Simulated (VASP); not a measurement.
# BeSn2S3 (Pm) in VASP: single point with PBE

Aim: the single point of BeSn2S3 with PBE.

Everything below comes from runs of VASP 6.6.1. Logs are shortened: lines on timing, memory, paths and dates and some standing lists are left out, and cuts for length are marked.

## Step 1: The cell of the first run

It takes space group Pm (No. 6, monoclinic). The conventional cell has a = 5.157 Å, b = 3.597 Å, c = 8.629 Å, α = 90.00°, β = 95.63°, γ = 90.00°. Within 2.7 Å of Be (site symmetry m) lie 3 S at 2.04 to 2.06 Å. Within 3.4 Å of Sn (site symmetry m) lie 5 S at 2.61 to 3.20 Å. Sn (site symmetry m) has 9 S at 2.62 to 4.45 Å and 4 Be at 3.37 to 3.91 Å and 4 Sn at 3.60 to 4.26 Å within 4.5 Å. S (site symmetry m) has 1 Be at 2.06 Å and 2 Sn at 2.63 Å within 2.7 Å. S (site symmetry m) has 2 Be at 2.04 Å within 2.7 Å. Within 3.4 Å of S (site symmetry m) lie 3 Sn at 2.61 to 2.62 Å.

## Step 2: Single point, PBE

File INCAR:

```
SYSTEM = BeSn2S3
ALGO = Normal
EDIFF = 1E-6
ENCUT = 520
GGA = PE
ISIF = 2
ISMEAR = 0
LASPH = .TRUE.
LCHARG = .FALSE.
LREAL = .FALSE.
LWAVE = .FALSE.
NBANDS = 60
NELM = 60
PREC = Accurate
SIGMA = 0.1
```

File KPOINTS:

```
k-points
0
G
  4 2 2
  0 0 0
```

File POSCAR:

```
BeSn2S3
1.0
    0.0000000000      3.5971690055      0.0000000000
   -0.8540244774      0.0000000000      8.5861988111
   10.3142745468      0.0000000000      0.0096641528
Be Sn S
2 4 6
Direct
    0.5000000000      0.1552063365      0.2146895326
    0.5000000000      0.1552063365      0.7146895326
    0.5000000000      0.5745082376      0.2398989921
    0.5000000000      0.5745082376      0.7398989921
    0.0000000000      0.9436388281      0.4844458564
    0.0000000000      0.9436388281      0.9844458564
    0.5000000000      0.9176044981      0.1667904053
    0.5000000000      0.9176044981      0.6667904053
    0.0000000000      0.2667667257      0.2235794324
    0.0000000000      0.2667667257      0.7235794324
    0.0000000000      0.6422743938      0.4205952812
    0.0000000000      0.6422743938      0.9205952812
```

Potentials or basis: VASP PAW PBE potentials, release 64 (Be, Sn_d, S).

Launch:

```
$ cat potpaw_PBE.64/Be/POTCAR potpaw_PBE.64/Sn_d/POTCAR potpaw_PBE.64/S/POTCAR > POTCAR
$ mpirun -np 1 vasp_std > vasp.out
```

OUTCAR:

```text
SYSTEM = BeSn2S3
   EDIFF = 1E-6
   ENCUT = 520
   GGA = PE
   ISIF = 2
   ISMEAR = 0
   LASPH = .TRUE.
   LREAL = .FALSE.
   NELM = 60
   PREC = Accurate

 ion  position               nearest neighbor table
   1  0.500  0.155  0.215-   9 2.04   9 2.04   7 2.06
   2  0.500  0.155  0.715-  10 2.04  10 2.04   8 2.06
   3  0.500  0.575  0.240-  11 2.61  11 2.61   7 3.13   9 3.20   9 3.20
   4  0.500  0.575  0.740-  12 2.61  12 2.61   8 3.13  10 3.20  10 3.20
   5  0.000  0.944  0.484-  11 2.62   8 2.63   8 2.63
   6  0.000  0.944  0.984-  12 2.62   7 2.63   7 2.63
   7  0.500  0.918  0.167-   1 2.06   6 2.63   6 2.63   3 3.13
   8  0.500  0.918  0.667-   2 2.06   5 2.63   5 2.63   4 3.13
   9  0.000  0.267  0.224-   1 2.04   1 2.04   3 3.20   3 3.20
  10  0.000  0.267  0.724-   2 2.04   2 2.04   4 3.20   4 3.20
  11  0.000  0.642  0.421-   3 2.61   3 2.61   5 2.62
  12  0.000  0.642  0.921-   4 2.61   4 2.61   6 2.62

  LATTYP: Found a simple monoclinic cell.
 ALAT       =     8.6285669628
 B/A-ratio  =     0.4168906634
 C/A-ratio  =     1.1953640875
 COS(beta)  =    -0.0980439869

  Lattice vectors:

 A1 = (  -0.8540244774,   0.0000000000,   8.5861988111)
 A2 = (   0.0000000000,  -3.5971690055,   0.0000000000)
 A3 = (  10.3142745468,   0.0000000000,   0.0096641528)

Analysis of symmetry for initial positions (statically):
=====================================================================
 Subroutine PRICEL returns following result:

  LATTYP: Found a simple monoclinic cell.
 ALAT       =     5.1571395372
 B/A-ratio  =     0.6975124446
 C/A-ratio  =     1.6731304051
 COS(beta)  =    -0.0980439869

  Lattice vectors:

 A1 = (   5.1571372734,   0.0000000000,   0.0048320764)
 A2 = (   0.0000000000,   3.5971690055,   0.0000000000)
 A3 = (  -0.8540244774,   0.0000000000,   8.5861988111)

   2 primitive cells build up your supercell.

 Routine SETGRP: Setting up the symmetry group for a
 simple monoclinic supercell.

 Subroutine GETGRP returns: Found  2 space group operations
 (whereof  2 operations were pure point group operations)
 out of a pool of  4 trial point group operations.

The static configuration has the point symmetry C_1h.

Analysis of symmetry for dynamics (positions and initial velocities):
=====================================================================
 Subroutine PRICEL returns following result:

  LATTYP: Found a simple monoclinic cell.
 ALAT       =     5.1571395372
 B/A-ratio  =     0.6975124446
 C/A-ratio  =     1.6731304051
 COS(beta)  =    -0.0980439869

  Lattice vectors:

 A1 = (   5.1571372734,   0.0000000000,   0.0048320764)
 A2 = (   0.0000000000,   3.5971690055,   0.0000000000)
 A3 = (  -0.8540244774,   0.0000000000,   8.5861988111)

   2 primitive cells build up your supercell.

 Routine SETGRP: Setting up the symmetry group for a
 simple monoclinic supercell.

 Subroutine GETGRP returns: Found  2 space group operations
 (whereof  2 operations were pure point group operations)
 out of a pool of  4 trial point group operations.

The dynamic configuration has the point symmetry C_1h.

 Subroutine INISYM returns: Found  2 space group operations
 (whereof  2 operations are pure point group operations),
 and found     2 'primitive' translations

----------------------------------------------------------------------------------------

                                     Primitive cell

  volume of cell :     159.2982

  direct lattice vectors                    reciprocal lattice vectors
     5.157137273  0.000000000  0.004832076     0.193887958  0.000000000  0.019285025
     0.000000000  3.597169005  0.000000000     0.000000000  0.277996391  0.000000000
    -0.854024477  0.000000000  8.586198811    -0.000109115  0.000000000  0.116455120

  length of vectors
     5.157139537  3.597169005  8.628566963     0.194844688  0.277996391  0.116455171

  position of ions in fractional coordinates (direct lattice)
     0.429379065  0.500000000  0.155206337
     0.479797984  0.500000000  0.574508238
     0.968891713  0.000000000  0.943638828
     0.333580811  0.500000000  0.917604498
     0.447158865  0.000000000  0.266766726
     0.841190562  0.000000000  0.642274394

  ion indices of the primitive-cell ions
   primitive index   ion index
                 1           1
                 2           3
                 3           6
                 4           7
                 5           9
                 6          11

----------------------------------------------------------------------------------------

 KPOINTS: k-points

Automatic generation of k-mesh.
 Grid dimensions read from file:
 generate k-points for:    4    2    2

 Generating k-lattice:

  Cartesian coordinates                     Fractional coordinates (reciprocal lattice)
     0.000000000  0.069499098  0.000000000     0.250000000  0.000000000  0.000000000
    -0.000054557  0.000000000  0.058227560     0.000000000  0.500000000  0.000000000
     0.048471989  0.000000000  0.004821256     0.000000000  0.000000000  0.500000000

  Length of vectors
     0.069499098  0.058227586  0.048711172

  Shift w.r.t. Gamma in fractional coordinates (k-lattice)
     0.000000000  0.000000000  0.000000000

 Subroutine IBZKPT returns following result:
 ===========================================

 Found     12 irreducible k-points:

 Following reciprocal coordinates:
            Coordinates               Weight
  0.000000  0.000000  0.000000      1.000000
  0.250000  0.000000  0.000000      2.000000
  0.500000  0.000000  0.000000      1.000000
  0.000000  0.500000  0.000000      1.000000
  0.250000  0.500000  0.000000      2.000000
  0.500000  0.500000  0.000000      1.000000
  0.000000  0.000000  0.500000      1.000000
  0.250000  0.000000  0.500000      2.000000
  0.500000  0.000000  0.500000      1.000000
  0.000000  0.500000  0.500000      1.000000
  0.250000  0.500000  0.500000      2.000000
  0.500000  0.500000  0.500000      1.000000
   k-points           NKPTS =     12   k-points in BZ     NKDIM =     12   number of bands    NBANDS=     60
   number of dos      NEDOS =    301   number of ions     NIONS =     12
   total plane-waves  NPLWV = 143360
   dimension x,y,z NGX =    28 NGY =   64 NGZ =   80
   dimension x,y,z NGXF=    56 NGYF=  128 NGZF=  160
   ions per type =               2   4   6
   NGX,Y,Z   is equivalent  to a cutoff of  12.94, 12.33, 12.89 a.u.
   NGXF,Y,Z  is equivalent  to a cutoff of  25.88, 24.66, 25.79 a.u.
 SYSTEM =  BeSn2S3
   PREC   = accura    normal or accurate (medium, high low for compatibility)
   ISTART =      0    job   : 0-new  1-cont  2-samecut
   ICHARG =      2    charge: 1-file 2-atom 10-const
   ISPIN  =      1    spin polarized calculation?
   LNONCOLLINEAR =      F non collinear calculations
   LSORBIT =      F    spin-orbit coupling
   LASPH  =      T    aspherical Exc in radial PAW
   ENCUT  =  520.0 eV  38.22 Ry    6.18 a.u.   6.69 16.04 19.18*2*pi/ulx,y,z
   NELM   =     60;   NELMIN=  2; NELMDL= -5     # of ELM steps
   EDIFF  = 0.1E-05   stopping-criterion for ELM
   LREAL  =      F    real-space projection
   EDIFFG = 0.1E-04   stopping-criterion for IOM
   NSW    =      0    number of steps for IOM
   IBRION =     -1    ionic relax: 0-MD 1-quasi-New 2-CG
   NFREE  =      0    steps in history (QN), initial steepest desc. (CG)
   ISIF   =      2    stress and relaxation
   ISYM   =      2    0-nonsym 1-usesym 2-fastsym
   POTIM  = 0.5000    time-step for ionic-motion
   TEBEG  =    0.0;   TEEND  =   0.0 temperature during run
   PSTRESS=    0.0 pullay stress
   NELECT =      96.0000    total number of electrons
   NUPDOWN=      -1.0000    fix difference up-down
   EMIN   =  10.00;   EMAX   =-10.00  energy-range for DOS
   EFERMI =   0.00;   METHOD = LEGACY
   ISMEAR =     0;   SIGMA  =   0.10  broadening in eV -4-tet -1-fermi 0-gaus
   EFERMI_NEDOS =   21; number of points for ismear=-14 and -15
   IALGO  =     38    algorithm
   IMIX   =      4    mixing-type and parameters
     AMIX     =   0.40;   BMIX     =  1.00
     AMIX_MAG =   1.60;   BMIX_MAG =  1.00
  volume/ion in A,a.u.               =      26.55       179.17
  Fermi-wavevector in a.u.,A,eV,Ry     =   1.097535  2.074040 16.389339  1.204582
  Thomas-Fermi vector in A             =   2.233896
   LORBIT       =      0    0 simple, 1 ext, 2 COOP (PROOUT), +10 PAW based schemes
   GGA     = PE    functional components
   LHFCALC =     F    Hartree Fock is set to
   AEXX    =    0.0000 exact exchange contribution
   IVDW    =     0    specifies the selected vdW correction
   LEPSILON=     F    determine dielectric tensor
   LRPA    =     F    only Hartree local field effects (RPA)
 non-spin polarized calculation
 Gauss-broadening in eV      SIGMA  =   0.10
  energy-cutoff  :      520.00
  volume of cell :      318.60
 maximum number of plane-waves:      8632
 NGX is ok and might be reduce to    28
   NGX = 13   NGY = 33   NGZ = 39

 number of electron      95.9999989 magnetization

 Free energy of the ion-electron system (eV)
  ---------------------------------------------------
  ext. energy  EPLUGINS =         0.00000000
  ---------------------------------------------------
  free energy    TOTEN  =       -53.08652410 eV

  energy without entropy =      -53.08652403  energy(sigma->0) =      -53.08652407

 E-fermi :   3.6937     XC(G=0):  -8.4974

 val. band max:        3.3548240707   @ k =   0.0000   0.0000   0.0000
 cond. band min:       4.0358096670   @ k =   0.5000   0.0000   0.0000
 fundamental gap:      0.6809855963
 Fermi energy:         3.6937169379

 k-point     1 :       0.0000    0.0000    0.0000
  band No.  band energies     occupation
      1     -17.8657      2.00000
      2     -17.8654      2.00000
      3     -17.7959      2.00000
      4     -17.7959      2.00000
      5     -17.7673      2.00000
      6     -17.7669      2.00000
[... 745 lines left out ...]
     59       7.6044      0.00000
     60       7.6127      0.00000

------------------------ aborting loop because EDIFF is reached ----------------------------------------

  FORCE on cell =-STRESS in cart. coord.  units (eV):
  Direction    XX          YY          ZZ          XY          YZ          ZX
  --------------------------------------------------------------------------------------
  -------------------------------------------------------------------------------------
  Total       -0.1568109      0.6628258     -0.0611205      0.0000000      0.0000000     -0.0466387
  in kB       -0.7885804      3.3332591     -0.3073665      0.0000000      0.0000000     -0.2345393
  external PRESSURE =       0.7457707 kB  Pullay stress =       0.0000000 kB

 VOLUME and BASIS-vectors are now :
 -----------------------------------------------------------------------------
  energy-cutoff  :      520.00
  volume of cell :      318.60
      direct lattice vectors                 reciprocal lattice vectors
     0.000000000  3.597169006  0.000000000     0.000000000  0.277996391  0.000000000
    -0.854024477  0.000000000  8.586198811    -0.000109115  0.000000000  0.116455120
    10.314274547  0.000000000  0.009664153     0.096943979  0.000000000  0.009642513

 POSITION                                       TOTAL-FORCE (eV/Angst)
 -----------------------------------------------------------------------------------
      2.08182      1.79858      1.33471        -0.003269      0.000000      0.017993
      7.23895      1.79858      1.33954        -0.003269      0.000000      0.017993
      1.98374      1.79858      4.93516        -0.013894     -0.000000     -0.007191
      7.14088      1.79858      4.93999        -0.013894     -0.000000     -0.007191
      4.19082      0.00000      8.10695         0.001076      0.000000      0.011604
      9.34795      0.00000      8.11178         0.001076      0.000000      0.011604
      0.93667      1.79858      7.88035        -0.009382      0.000000     -0.004669
      6.09380      1.79858      7.88518        -0.009382      0.000000     -0.004669
      2.07823      0.00000      2.29267        -0.004283      0.000000     -0.019014
      7.23537      0.00000      2.29750        -0.004283      0.000000     -0.019014
      3.78962      0.00000      5.51876         0.029753      0.000000      0.001277
      8.94675      0.00000      5.52359         0.029753      0.000000      0.001277
 -----------------------------------------------------------------------------------
    total drift:                                0.001472      0.000000      0.001360

  FREE ENERGIE OF THE ION-ELECTRON SYSTEM (eV)
  ---------------------------------------------------
  free  energy   TOTEN  =       -53.0865241047 eV

  energy  without entropy=      -53.0865240289  energy(sigma->0) =      -53.08652407
```

It took 6 min on 1 thread of Oxide Virtual Turin-like, shared host; peak memory 0.42 GiB.

Results:

```
Free energy            : -53.0865 eV
Pressure               : 0.1 GPa
Largest force          : 0.030 eV/Å
Band gap on the k mesh : 0.68 eV
```

Forces in eV/Å, atoms in the order of the input:
```
Be  -0.003  0.000  0.018
Be  -0.003  0.000  0.018
Sn  -0.014  0.000 -0.007
Sn  -0.014  0.000 -0.007
Sn   0.001  0.000  0.012
Sn   0.001  0.000  0.012
S   -0.009  0.000 -0.005
S   -0.009  0.000 -0.005
S   -0.004  0.000 -0.019
S   -0.004  0.000 -0.019
S    0.030  0.000  0.001
S    0.030  0.000  0.001
```

Caveat: the k points lie up to 0.44 Å⁻¹ apart; spin-orbit coupling is left out, which moves the levels of the heavy elements. A k mesh can miss the band edges.
